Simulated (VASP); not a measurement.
# Hg (C2/m) in VASP: single point with PBE

Aim: the single point of Hg with PBE.

Program: VASP 6.6.1. These are calculated values, not measurements. Logs are shortened: lines on timing, memory, paths and dates and some standing lists are left out, and cuts for length are marked.

## 1. The cell of the first run

It takes space group C2/m (No. 12, monoclinic). Conventional cell: a = 6.345 Å, b = 3.554 Å, c = 8.219 Å, α = 90.00°, β = 104.92°, γ = 90.00°. Within 4.1 Å of Hg (site symmetry m) lie 12 Hg at 3.15 to 3.64 Å. Within 4.6 Å of Hg (site symmetry 2/m) lie 12 Hg at 3.47 to 3.64 Å.

## 2. Single point, PBE (strained)

The input, INCAR:

```
  PREC = Accurate
  ENCUT = 520
  EDIFF = 1E-6
  ISMEAR = 0
  SIGMA = 0.05
  LREAL = False
  LASPH = True
  NELM = 100
  ALGO = Fast
  ISIF = 2
  LWAVE = False
  LCHARG = False
  GGA = PE
  NBANDS = 25
```

The input, KPOINTS:

```
regular mesh
0
Gamma
  12 12 4
```

The input, POSCAR:

```
Hg
1.0
    3.1723700084     -1.7772470933      0.0010301727
    3.1723700084      1.7772470933      0.0010301727
   -2.1185379324      0.0000000000      7.9413009545
Hg
3
Direct
    0.7834957515      0.7834957515      0.3507689725
    0.2165042485      0.2165042485      0.6492310275
    0.0000000000      0.0000000000      0.0000000000
```

Potentials or basis: VASP PAW PBE potentials, release 64 (Hg).

Launch:

```console
$ cat potpaw_PBE.64/Hg/POTCAR > POTCAR
$ mpirun -np 1 vasp_std > vasp.out
```

OUTCAR:

```text
PREC = Accurate
   ENCUT = 520
   EDIFF = 1E-6
   ISMEAR = 0
   LREAL = False
   LASPH = True
   NELM = 100
   ISIF = 2
   GGA = PE

 ion  position               nearest neighbor table
   1  0.783  0.783  0.351-   2 3.15   2 3.15   2 3.18   3 3.47   3 3.47   3 3.50
   2  0.217  0.217  0.649-   1 3.15   1 3.15   1 3.18   3 3.47   3 3.47   3 3.50
   3  0.000  0.000  0.000-   1 3.47   1 3.47   2 3.47   2 3.47   1 3.50   2 3.50

  LATTYP: Found a base centered monoclinic cell.
 ALAT       =     6.3447403513
 B/A-ratio  =     0.5602268950
 C/A-ratio  =     1.2954085012
 COS(beta)  =    -0.2574463006

  Lattice vectors:

 A1 = (   3.1723700084,  -1.7772470933,   0.0010301727)
 A2 = (   3.1723700084,   1.7772470933,   0.0010301727)
 A3 = (  -2.1185379324,   0.0000000000,   7.9413009545)

Analysis of symmetry for initial positions (statically):
=====================================================================
 Subroutine PRICEL returns:
 Original cell was already a primitive cell.

 Routine SETGRP: Setting up the symmetry group for a
 base centered monoclinic supercell.

 Subroutine GETGRP returns: Found  4 space group operations
 (whereof  4 operations were pure point group operations)
 out of a pool of  4 trial point group operations.

The static configuration has the point symmetry C_2h.

Analysis of symmetry for dynamics (positions and initial velocities):
=====================================================================
 Subroutine PRICEL returns:
 Original cell was already a primitive cell.

 Routine SETGRP: Setting up the symmetry group for a
 base centered monoclinic supercell.

 Subroutine GETGRP returns: Found  4 space group operations
 (whereof  4 operations were pure point group operations)
 out of a pool of  4 trial point group operations.

The dynamic configuration has the point symmetry C_2h.

 Subroutine INISYM returns: Found  4 space group operations
 (whereof  4 operations are pure point group operations),
 and found     1 'primitive' translations

----------------------------------------------------------------------------------------

                                     Primitive cell

  volume of cell :      89.5552

  direct lattice vectors                    reciprocal lattice vectors
     3.172370008 -1.777247093  0.001030173     0.157597218 -0.281333981  0.042042946
     3.172370008  1.777247093  0.001030173     0.157597218  0.281333981  0.042042946
    -2.118537932  0.000000000  7.941300954    -0.000040888  0.000000000  0.125913044

  length of vectors
[... 79 lines left out ...]
   LNONCOLLINEAR =      F non collinear calculations
   LSORBIT =      F    spin-orbit coupling
   LASPH  =      T    aspherical Exc in radial PAW
   ENCUT  =  520.0 eV  38.22 Ry    6.18 a.u.   6.76  6.76 15.28*2*pi/ulx,y,z
   NELM   =    100;   NELMIN=  2; NELMDL= -5     # of ELM steps
   EDIFF  = 0.1E-05   stopping-criterion for ELM
   LREAL  =      F    real-space projection
   EDIFFG = 0.1E-04   stopping-criterion for IOM
   NSW    =      0    number of steps for IOM
   IBRION =     -1    ionic relax: 0-MD 1-quasi-New 2-CG
   NFREE  =      0    steps in history (QN), initial steepest desc. (CG)
   ISIF   =      2    stress and relaxation
   ISYM   =      2    0-nonsym 1-usesym 2-fastsym
   POTIM  = 0.5000    time-step for ionic-motion
   TEBEG  =    0.0;   TEEND  =   0.0 temperature during run
   PSTRESS=    0.0 pullay stress
   NELECT =      36.0000    total number of electrons
   NUPDOWN=      -1.0000    fix difference up-down
   EMIN   =  10.00;   EMAX   =-10.00  energy-range for DOS
   EFERMI =   0.00;   METHOD = LEGACY
   ISMEAR =     0;   SIGMA  =   0.05  broadening in eV -4-tet -1-fermi 0-gaus
   EFERMI_NEDOS =   21; number of points for ismear=-14 and -15
   IALGO  =     68    algorithm
   IMIX   =      4    mixing-type and parameters
     AMIX     =   0.40;   BMIX     =  1.00
     AMIX_MAG =   1.60;   BMIX_MAG =  1.00
  volume/ion in A,a.u.               =      29.85       201.45
  Fermi-wavevector in a.u.,A,eV,Ry     =   1.208218  2.283201 19.861664  1.459791
  Thomas-Fermi vector in A             =   2.343833
   LORBIT       =      0    0 simple, 1 ext, 2 COOP (PROOUT), +10 PAW based schemes
   GGA     = PE    functional components
   LHFCALC =     F    Hartree Fock is set to
   AEXX    =    0.0000 exact exchange contribution
   IVDW    =     0    specifies the selected vdW correction
   LEPSILON=     F    determine dielectric tensor
   LRPA    =     F    only Hartree local field effects (RPA)
 non-spin polarized calculation
 RMM-DIIS sequential band-by-band and
 Gauss-broadening in eV      SIGMA  =   0.05
  energy-cutoff  :      520.00
  volume of cell :       89.56
 maximum number of plane-waves:      2432
   NGX = 13   NGY = 13   NGZ = 31

 number of electron      36.0000001 magnetization

 Free energy of the ion-electron system (eV)
  ---------------------------------------------------
  ext. energy  EPLUGINS =         0.00000000
  ---------------------------------------------------
  free energy    TOTEN  =        -0.50562116 eV

  energy without entropy =       -0.50530498  energy(sigma->0) =       -0.50546307

 E-fermi :   0.8392     XC(G=0):  -9.5693

 val. band max:        0.8304349884   @ k =  -0.2500   0.1667   0.5000
 cond. band min:       0.8650911244   @ k =   0.5000   0.5000   0.5000
 fundamental gap:      0.0346561360
 Fermi energy:         0.8392338276

 k-point     1 :       0.0000    0.0000    0.0000
  band No.  band energies     occupation
      1      -6.3266      2.00000
      2      -5.7898      2.00000
      3      -5.4966      2.00000
      4      -5.4743      2.00000
      5      -5.4477      2.00000
      6      -5.3975      2.00000
[... 661 lines left out ...]
     24       7.9484      0.00000
     25       8.9759      0.00000

 [... further k-points ...]
[... 5 lines left out ...]
  --------------------------------------------------------------------------------------
  -------------------------------------------------------------------------------------
  Total        0.2794374      0.4108313      0.7729633      0.0000000      0.0000000     -0.0490416
  in kB        4.9992419      7.3499292     13.8286103      0.0000000      0.0000000     -0.8773728
  external PRESSURE =       8.7259271 kB  Pullay stress =       0.0000000 kB

 VOLUME and BASIS-vectors are now :
 -----------------------------------------------------------------------------
  energy-cutoff  :      520.00
  volume of cell :       89.56
      direct lattice vectors                 reciprocal lattice vectors
     3.172370008 -1.777247093  0.001030173     0.157597218 -0.281333981  0.042042946
     3.172370008  1.777247093  0.001030173     0.157597218  0.281333981  0.042042946
    -2.118537932  0.000000000  7.941300954    -0.000040888  0.000000000  0.125913044

 POSITION                                       TOTAL-FORCE (eV/Angst)
 -----------------------------------------------------------------------------------
      4.22796      0.00000      2.78718         0.023965      0.000000     -0.322263
     -0.00176      0.00000      5.15619        -0.023965      0.000000      0.322263
      0.00000      0.00000      0.00000         0.000000      0.000000      0.000000
 -----------------------------------------------------------------------------------
    total drift:                                0.000000      0.000000     -0.000000

  FREE ENERGIE OF THE ION-ELECTRON SYSTEM (eV)
  ---------------------------------------------------
  free  energy   TOTEN  =        -0.5056211601 eV

  energy  without entropy=       -0.5053049821  energy(sigma->0) =       -0.50546307
```

OSZICAR:

```text
N       E                     dE             d eps       ncg     rms          rms(c)
DAV:   1     0.279898612387E+03    0.27990E+03   -0.17966E+04  8208   0.135E+03
DAV:   2     0.789217140281E+01   -0.27201E+03   -0.25630E+03  8344   0.349E+02
DAV:   3    -0.517224840993E+00   -0.84094E+01   -0.83577E+01  9543   0.667E+01
DAV:   4    -0.544046308356E+00   -0.26821E-01   -0.26794E-01  8745   0.335E+00
DAV:   5    -0.544099355454E+00   -0.53047E-04   -0.53046E-04  9288   0.149E-01    0.324E+00
RMM:   6    -0.506809102585E+00    0.37290E-01   -0.99178E-02  8274   0.234E+00    0.257E+00
RMM:   7    -0.505463129813E+00    0.13460E-02   -0.25118E-02  8555   0.908E-01    0.969E-01
RMM:   8    -0.505549668545E+00   -0.86539E-04   -0.35839E-03  8665   0.626E-01    0.660E-02
RMM:   9    -0.505590374307E+00   -0.40706E-04   -0.20239E-04  9011   0.106E-01    0.310E-02
RMM:  10    -0.505621803654E+00   -0.31429E-04   -0.57591E-05  8720   0.740E-02    0.121E-02
RMM:  11    -0.505621160079E+00    0.64358E-06   -0.41063E-06  7825   0.153E-02
   1 F= -.50562116E+00 E0= -.50546307E+00  d E =-.316178E-03
```

Run time: 4 min. Hardware: 1 thread of Intel Xeon 6975P-C, shared host; peak memory 0.42 GiB.

What came out:

```
Free energy            : -0.5056 eV
Pressure               : 0.9 GPa
Largest force          : 0.323 eV/Å
Band gap on the k mesh : zero (band 18 reaches 0.83 eV, above the bottom of band 19 at 0.76 eV)
```

Forces on the atoms (eV/Å):
```
Hg   0.024  0.000 -0.322
Hg  -0.024  0.000  0.322
Hg   0.000  0.000  0.000
```

Caveat: the cell differs from its parent crystal (strained); spin-orbit coupling is left out, which moves the levels of the heavy elements.
